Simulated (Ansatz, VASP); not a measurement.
## CoSn: VASP beside Ansatz

```xyz
6
Lattice="5.2197 0.0000 0.0000 -2.6099 4.5204 0.0000 0.0000 0.0000 4.1685" Properties=species:S:1:pos:R:3 pbc="T T T"
Co   -1.3049    2.2602    0.0000
Co    1.3049    2.2602    0.0000
Co    2.6099    0.0000    0.0000
Sn    2.6099    1.5068    2.0842
Sn    0.0000    3.0136    2.0842
Sn    0.0000    0.0000    0.0000
```

Alike in both runs: task single point; functional PBEsol; k mesh 6 × 6 × 8; occupations gaussian, width 0.15 eV; no spin polarisation.

|  | VASP | Ansatz |
| --- | --- | --- |
| version | VASP 6.6.1 | Ansatz 0.2.0 |
| potentials or method | VASP PAW PBE potentials, release 64 (Co, Sn_d), cutoff 520 eV | scalar-relativistic, plane waves, PAW |
| valence electrons in the cell | 69 | 93 |

Ansatz gave:

* gap on the k mesh at the Fermi level (eV): none
* pressure (GPa): 0.0
* traceless stress, the component that is largest in VASP (GPa): 0.14

Problem. What did VASP give for the same quantities?

Solution. gap on the k mesh at the Fermi level (eV): none; pressure (GPa): -0.1; traceless stress, the component that is largest in VASP (GPa): 0.08.

VASP's potentials were made for PBE, not for PBEsol. A gap of «none» marks a metal or a gap that the smearing closes. VASP's potentials hold 69 valence electrons a cell and Ansatz's 93, so a difference there can come from the potentials and not from the codes.
